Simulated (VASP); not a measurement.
# MgO (Periclase) (I4/mmm) in VASP: further runs, part 2 of 3

VASP 6.6.1. The steps go on from the part before.

### Step 3. Single point, PBE (uniaxial x strain -5.7%)

INCAR

```
  PREC = Accurate
  ENCUT = 520
  EDIFF = 1E-6
  ISMEAR = -1
  SIGMA = 0.02
  LREAL = False
  LASPH = True
  NELM = 60
  ALGO = Normal
  ISIF = 2
  LWAVE = False
  LCHARG = False
  GGA = PE
  NBANDS = 11
```

KPOINTS

```
Automatic mesh
0
Gamma
  10 10 10
```

POSCAR

```
MgO
1.0
    0.0000000000      2.1021680256      2.1021680256
    1.9825546649      0.0000000000      2.1021680256
    1.9825546649      2.1021680256      0.0000000000
Mg O
1 1
Direct
    0.0000000000      0.0000000000      0.0000000000
    0.5000000000      0.5000000000      0.5000000000
```

Potentials or basis: VASP PAW PBE potentials, release 64 (Mg, O).

Started as:

```bash
> cat potpaw_PBE.64/Mg/POTCAR potpaw_PBE.64/O/POTCAR > POTCAR
> mpirun -np 1 vasp_std > vasp.out
```

OUTCAR:

```text
PREC = Accurate
   ENCUT = 520
   EDIFF = 1E-6
   ISMEAR = -1
   LREAL = False
   LASPH = True
   NELM = 60
   ISIF = 2
   GGA = PE

 ion  position               nearest neighbor table
   1  0.000  0.000  0.000-   2 1.98   2 1.98   2 2.10   2 2.10   2 2.10   2 2.10
   2  0.500  0.500  0.500-   1 1.98   1 1.98   1 2.10   1 2.10   1 2.10   1 2.10

  LATTYP: Found a body centered tetragonal cell.
 ALAT       =     2.9729145322
 C/A-ratio  =     1.3337448106

  Lattice vectors:

 A1 = (  -1.9825546649,   0.0000000000,  -2.1021680256)
 A2 = (  -1.9825546649,   0.0000000000,   2.1021680256)
 A3 = (   1.9825546649,   2.1021680256,   0.0000000000)

Analysis of symmetry for initial positions (statically):
=====================================================================
 Subroutine PRICEL returns:
 Original cell was already a primitive cell.

 Routine SETGRP: Setting up the symmetry group for a
 body centered tetragonal supercell.

 Subroutine GETGRP returns: Found 16 space group operations
 (whereof 16 operations were pure point group operations)
 out of a pool of 16 trial point group operations.

The static configuration has the point symmetry D_4h.

Analysis of symmetry for dynamics (positions and initial velocities):
=====================================================================
 Subroutine PRICEL returns:
 Original cell was already a primitive cell.

 Routine SETGRP: Setting up the symmetry group for a
 body centered tetragonal supercell.

 Subroutine GETGRP returns: Found 16 space group operations
 (whereof 16 operations were pure point group operations)
 out of a pool of 16 trial point group operations.

The dynamic configuration has the point symmetry D_4h.

 Subroutine INISYM returns: Found 16 space group operations
 (whereof 16 operations are pure point group operations),
 and found     1 'primitive' translations

----------------------------------------------------------------------------------------

                                     Primitive cell

  volume of cell :      17.5223

  direct lattice vectors                    reciprocal lattice vectors
     0.000000000  2.102168026  2.102168026    -0.252199855  0.237849684  0.237849684
     1.982554665  0.000000000  2.102168026     0.252199855 -0.237849684  0.237849684
     1.982554665  2.102168026  0.000000000     0.252199855  0.237849684 -0.237849684

  length of vectors
     2.972914532  2.889573222  2.889573222     0.420416117  0.420416117  0.420416117

  position of ions in fractional coordinates (direct lattice)
     0.000000000  0.000000000  0.000000000
     0.500000000  0.500000000  0.500000000

  ion indices of the primitive-cell ions
   primitive index   ion index
                 1           1
                 2           2

----------------------------------------------------------------------------------------

 KPOINTS: Automatic mesh

Automatic generation of k-mesh.
 Grid dimensions read from file:
 generate k-points for:   10   10   10

 Generating k-lattice:

  Cartesian coordinates                     Fractional coordinates (reciprocal lattice)
    -0.025219986  0.023784968  0.023784968     0.100000000  0.000000000  0.000000000
     0.025219986 -0.023784968  0.023784968     0.000000000  0.100000000 -0.000000000
     0.025219986  0.023784968 -0.023784968     0.000000000 -0.000000000  0.100000000

  Length of vectors
     0.042041612  0.042041612  0.042041612

  Shift w.r.t. Gamma in fractional coordinates (k-lattice)
     0.000000000  0.000000000  0.000000000

 Subroutine IBZKPT returns following result:
 ===========================================

 Found    102 irreducible k-points:

 Following reciprocal coordinates:
            Coordinates               Weight
  0.000000  0.000000  0.000000      1.000000
  0.100000  0.000000  0.000000      8.000000
  0.200000  0.000000  0.000000      8.000000
  0.300000  0.000000  0.000000      8.000000
  0.400000  0.000000  0.000000      8.000000
  0.500000  0.000000  0.000000      4.000000
[... 16 lines left out ...]
  0.300000  0.300000  0.000000      4.000000
  0.400000  0.300000  0.000000     16.000000
 [... further k-points ...]
   k-points           NKPTS =    102   k-points in BZ     NKDIM =    102   number of bands    NBANDS=     11
   number of dos      NEDOS =    301   number of ions     NIONS =      2
   total plane-waves  NPLWV =  13824
   dimension x,y,z NGX =    24 NGY =   24 NGZ =   24
   dimension x,y,z NGXF=    48 NGYF=   48 NGZF=   48
   ions per type =               1   1
   NGX,Y,Z   is equivalent  to a cutoff of  13.42, 13.81, 13.81 a.u.
   NGXF,Y,Z  is equivalent  to a cutoff of  26.84, 27.62, 27.62 a.u.
 SYSTEM =  unknown system
   PREC   = accura    normal or accurate (medium, high low for compatibility)
   ISTART =      0    job   : 0-new  1-cont  2-samecut
   ICHARG =      2    charge: 1-file 2-atom 10-const
   ISPIN  =      1    spin polarized calculation?
   LNONCOLLINEAR =      F non collinear calculations
   LSORBIT =      F    spin-orbit coupling
   LASPH  =      T    aspherical Exc in radial PAW
   ENCUT  =  520.0 eV  38.22 Ry    6.18 a.u.   5.53  5.37  5.37*2*pi/ulx,y,z
   NELM   =     60;   NELMIN=  2; NELMDL= -5     # of ELM steps
   EDIFF  = 0.1E-05   stopping-criterion for ELM
   LREAL  =      F    real-space projection
   EDIFFG = 0.1E-04   stopping-criterion for IOM
   NSW    =      0    number of steps for IOM
   IBRION =     -1    ionic relax: 0-MD 1-quasi-New 2-CG
   NFREE  =      0    steps in history (QN), initial steepest desc. (CG)
   ISIF   =      2    stress and relaxation
   ISYM   =      2    0-nonsym 1-usesym 2-fastsym
   POTIM  = 0.5000    time-step for ionic-motion
   TEBEG  =    0.0;   TEEND  =   0.0 temperature during run
   PSTRESS=    0.0 pullay stress
   NELECT =       8.0000    total number of electrons
   NUPDOWN=      -1.0000    fix difference up-down
   EMIN   =  10.00;   EMAX   =-10.00  energy-range for DOS
   EFERMI =   0.00;   METHOD = LEGACY
   ISMEAR =    -1;   SIGMA  =   0.02  broadening in eV -4-tet -1-fermi 0-gaus
   EFERMI_NEDOS =   21; number of points for ismear=-14 and -15
   IALGO  =     38    algorithm
   IMIX   =      4    mixing-type and parameters
     AMIX     =   0.40;   BMIX     =  1.00
     AMIX_MAG =   1.60;   BMIX_MAG =  1.00
  volume/ion in A,a.u.               =       8.76        59.12
  Fermi-wavevector in a.u.,A,eV,Ry     =   1.260593  2.382175 21.620939  1.589094
  Thomas-Fermi vector in A             =   2.394095
   LORBIT       =      0    0 simple, 1 ext, 2 COOP (PROOUT), +10 PAW based schemes
   GGA     = PE    functional components
   LHFCALC =     F    Hartree Fock is set to
   AEXX    =    0.0000 exact exchange contribution
   IVDW    =     0    specifies the selected vdW correction
   LEPSILON=     F    determine dielectric tensor
   LRPA    =     F    only Hartree local field effects (RPA)
 non-spin polarized calculation
  energy-cutoff  :      520.00
  volume of cell :       17.52
 maximum number of plane-waves:       499
 NGX is ok and might be reduce to    24
   NGX = 11   NGY = 11   NGZ = 11

 number of electron       7.9999999 magnetization

 Free energy of the ion-electron system (eV)
  ---------------------------------------------------
  ext. energy  EPLUGINS =         0.00000000
  ---------------------------------------------------
  free energy    TOTEN  =       -11.79318994 eV

  energy without entropy =      -11.79318994  energy(sigma->0) =      -11.79318994

 E-fermi :   4.2001     XC(G=0): -11.3810

 val. band max:        3.7202773844   @ k =   0.0000   0.0000   0.0000
 cond. band min:       9.0243227609   @ k =   0.0000   0.0000   0.0000
 fundamental gap:      5.3040453765
 Fermi energy:         4.2000613513

 k-point     1 :       0.0000    0.0000    0.0000
  band No.  band energies     occupation
      1     -13.9292      2.00000
      2       3.5923      2.00000
      3       3.7203      2.00000
      4       3.7203      2.00000
      5       9.0243      0.00000
      6      19.6738      0.00000
      7      19.6738      0.00000
      8      20.3109      0.00000
      9      23.9835      0.00000
     10      24.7981      0.00000
     11      26.8806      0.00000
[... 309 lines left out ...]
 k-point    24 :       0.4000    0.3000    0.0000
  band No.  band energies     occupation
      1     -12.5889      2.00000
      2      -0.1341      2.00000
      3       2.2735      2.00000
      4       2.6547      2.00000
      5      13.8625      0.00000
      6      14.3154      0.00000
      7      17.7270      0.00000
      8      22.6225      0.00000
      9      23.4462      0.00000
     10      29.4782      0.00000
     11      31.7794      0.00000

 [... further k-points ...]
[... 5 lines left out ...]
  --------------------------------------------------------------------------------------
  -------------------------------------------------------------------------------------
  Total        3.3497794      1.2251288      1.2251288      0.0000000      0.0000000      0.0000000
  in kB      306.2927918    112.0217393    112.0217393      0.0000000      0.0000000      0.0000000
  external PRESSURE =     176.7787568 kB  Pullay stress =       0.0000000 kB

 VOLUME and BASIS-vectors are now :
 -----------------------------------------------------------------------------
  energy-cutoff  :      520.00
  volume of cell :       17.52
      direct lattice vectors                 reciprocal lattice vectors
     0.000000000  2.102168026  2.102168026    -0.252199855  0.237849684  0.237849684
     1.982554665  0.000000000  2.102168026     0.252199855 -0.237849684  0.237849684
     1.982554665  2.102168026  0.000000000     0.252199855  0.237849684 -0.237849684

 POSITION                                       TOTAL-FORCE (eV/Angst)
 -----------------------------------------------------------------------------------
      0.00000      0.00000      0.00000         0.000000      0.000000      0.000000
      1.98255      2.10217      2.10217         0.000000     -0.000000     -0.000000
 -----------------------------------------------------------------------------------
    total drift:                               -0.000000     -0.000000      0.000000

  FREE ENERGIE OF THE ION-ELECTRON SYSTEM (eV)
  ---------------------------------------------------
  free  energy   TOTEN  =       -11.7931899435 eV

  energy  without entropy=      -11.7931899435  energy(sigma->0) =      -11.79318994
```

OSZICAR:

```text
N       E                     dE             d eps       ncg     rms          rms(c)
DAV:   1     0.126447364191E+02    0.12645E+02   -0.46686E+03  2588   0.649E+02
DAV:   2    -0.128926457211E+02   -0.25537E+02   -0.24978E+02  2599   0.137E+02
DAV:   3    -0.133939124180E+02   -0.50127E+00   -0.50103E+00  2685   0.163E+01
DAV:   4    -0.133950937350E+02   -0.11813E-02   -0.11813E-02  2475   0.898E-01
DAV:   5    -0.133950976105E+02   -0.38755E-05   -0.38755E-05  2658   0.492E-02    0.735E+00
DAV:   6    -0.118087356737E+02    0.15864E+01   -0.84455E+00  2352   0.164E+01    0.213E+00
DAV:   7    -0.117984156287E+02    0.10320E-01   -0.48533E-02  2499   0.201E+00    0.134E+00
DAV:   8    -0.117934510968E+02    0.49645E-02   -0.23157E-02  2355   0.174E+00    0.207E-01
DAV:   9    -0.117931703866E+02    0.28071E-03   -0.47689E-04  2619   0.152E-01    0.115E-01
DAV:  10    -0.117931886943E+02   -0.18308E-04   -0.39007E-04  2505   0.146E-01    0.100E-02
DAV:  11    -0.117931898353E+02   -0.11410E-05   -0.24187E-06  2640   0.133E-02    0.413E-03
DAV:  12    -0.117931899435E+02   -0.10820E-06   -0.30449E-07  1431   0.479E-03
   1 F= -.11793190E+02 E0= -.11793190E+02  d E =-.813277E-13
```

stdout:

```text
POSCAR found type information on POSCAR MgO
 POSCAR found :  2 types and       2 ions
 scaLAPACK will be used
 LDA part: xc-table for (Slater+PW92), standard interpolation
 POSCAR, INCAR and KPOINTS ok, starting setup
 FFT: planning ... GRIDC
 FFT: planning ... GRID_SOFT
 FFT: planning ... GRID
 WAVECAR not read
 entering main loop
```

Run time: 12 s. Hardware: 1 thread of Intel Xeon Platinum 8259CL at 2.50GHz (Skylake/Cascade Lake), shared host; peak memory 0.15 GiB.

Results:

* Free energy: -11.7932 eV
* Pressure: 17.7 GPa
* Band gap on the k mesh: 5.30 eV, direct

Caveat: the cell differs from its parent crystal (uniaxial x strain -5.7%).

(Continued in part 3 of 3.)
